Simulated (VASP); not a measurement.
**BiTe: single point with PBE**

Crystal: BiTe.

```
Bi Te
1.0
     4.03963    0.00000    0.00000
     0.00000    4.03963    0.00000
     0.00000    0.00000    4.03963
Bi Te
1 1
Direct
  0.00000 0.00000 0.00000
  0.50000 0.50000 0.50000
```

This cell differs from its parent crystal: volume scaled by 1.100.

```
Program                : VASP 6.6.1
Task                   : single point
Functional             : PBE
Potentials or basis    : VASP PAW PBE potentials, release 64 (Bi_d, Te)
Cutoff                 : 520 eV
k mesh                 : 10 × 10 × 10
Occupations            : gaussian, width 0.05 eV
Spin                   : no spin polarisation
Dipole correction      : no
Further INCAR settings : ALGO = Normal; EDIFF = 1e-06; NBANDS = 18
```

```yaml
Pressure: -4.1 GPa
```

Levels at points of the mesh, in eV from the Fermi level:
| k point | band 6 | band 7 | band 8 | band 9 | band 10 | band 11 | band 12 | band 13 | band 14 | band 15 |
| --- | --- | --- | --- | --- | --- | --- | --- | --- | --- | --- |
| (0.00, 0.00, 0.00) | -13.14 | -8.91 | -2.32 | -2.32 | -2.32 | 3.33 | 3.33 | 3.41 | 3.41 | 3.41 |
| (0.50, 0.00, 0.00) | -11.34 | -11.25 | -1.92 | -1.21 | -0.69 | -0.69 | 0.60 | 0.60 | 4.95 | 5.77 |
| (0.50, 0.50, 0.00) | -10.66 | -10.60 | -5.02 | -5.02 | -0.27 | 1.43 | 2.34 | 2.34 | 5.32 | 5.46 |
| (0.50, 0.50, 0.50) | -10.20 | -10.17 | -2.94 | -2.94 | -2.94 | -2.29 | -2.29 | -2.29 | 12.43 | 12.43 |

Run time: 18 s on 1 thread of Intel(R) Xeon(R) 6975P-C (Granite Rapids), with other jobs on the host, peak memory 0.21 GiB.

Caveat: spin-orbit coupling is left out, which moves the levels of the heavy elements.
